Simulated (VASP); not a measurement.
Input of a VASP 6.6.1 run:

Contents of INCAR:

```
  PREC = Accurate
  ENCUT = 600
  EDIFF = 1E-6
  ISMEAR = 0
  SIGMA = 0.05
  LREAL = F
  LASPH = T
  NELM = 120
  ALGO = Normal
  ISIF = 2
  LWAVE = F
  LCHARG = T
  GGA = PE
  LELF = T
  LVHAR = T
  NBANDS = 11
  GGA_COMPAT = F
```

The input KPOINTS:

```
Automatic mesh
0
Gamma
  8 8 8
```

File POSCAR:

```
BeS
1.0
    0.0000000000      2.4249991143      2.4249991143
    2.4249991143      0.0000000000      2.4249991143
    2.4249991143      2.4249991143      0.0000000000
Be S
1 1
Direct
    0.0000000000      0.0000000000      0.0000000000
    0.7500000000      0.7500000000      0.7500000000
```

Potentials or basis: VASP PAW PBE potentials, release 64 (Be, S).

Command:

```sh
$ cat potpaw_PBE.64/Be/POTCAR potpaw_PBE.64/S/POTCAR > POTCAR
$ mpirun -np 1 vasp_std > vasp.out
```

(1) What does it give for the band gap on the k mesh?

(2) Estimate the pressure.

Answers

(1) 3.11 eV (least direct gap 5.67 eV).

(2) 1.6 GPa.
